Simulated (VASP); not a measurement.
# Sb: single point with PBE

The system is Sb.

```
CELL_PARAMETERS angstrom
0.02305 2.31652 2.31652
2.31652 0.02305 2.31652
2.31652 2.31652 0.02305
ATOMIC_POSITIONS crystal
Sb 0.00000 0.00000 0.00000
```

This cell differs from its parent crystal: equal xy, yz and zx shear strains of +1 %.

* Program: VASP 6.6.1
* Task: single point
* Functional: PBE
* Potentials or basis: VASP PAW PBE potentials, release 64 (Sb)
* Cutoff: 520 eV
* k mesh: 12 × 12 × 12
* Occupations: fermi-dirac, width 0.05 eV
* Spin: no spin polarisation
* Dipole correction: no
* Further INCAR settings: ALGO = Normal; EDIFF = 1e-06; NBANDS = 8

The pressure is 8.7 GPa.

Stress tensor (GPa, compression positive):
```
 8.68 -0.08 -0.08
-0.08  8.68 -0.08
-0.08 -0.08  8.68
```

Levels at points of the mesh, in eV from the Fermi level:
| k point | band 1 | band 2 | band 3 | band 4 | band 5 | band 6 |
| --- | --- | --- | --- | --- | --- | --- |
| (0.00, 0.00, 0.00) | -13.77 | 5.75 | 6.10 | 6.10 | 9.97 | 10.17 |
| (0.50, 0.00, 0.00) | -9.41 | -6.50 | 3.93 | 4.03 | 8.67 | 9.13 |
| (0.50, 0.50, 0.00) | -7.55 | -5.52 | 0.21 | 0.46 | 4.15 | 4.54 |
| (0.50, 0.50, 0.50) | -9.62 | -6.54 | 4.23 | 4.23 | 8.96 | 9.41 |

Wall time 6.9 s on 1 thread of Intel(R) Xeon(R) 6975P-C (Granite Rapids) (shared host), peak memory 0.16 GiB.

Caveat: the cell differs from its parent crystal (equal xy, yz and zx shear strains of +1 %); spin-orbit coupling is left out, which moves the levels of the heavy elements.
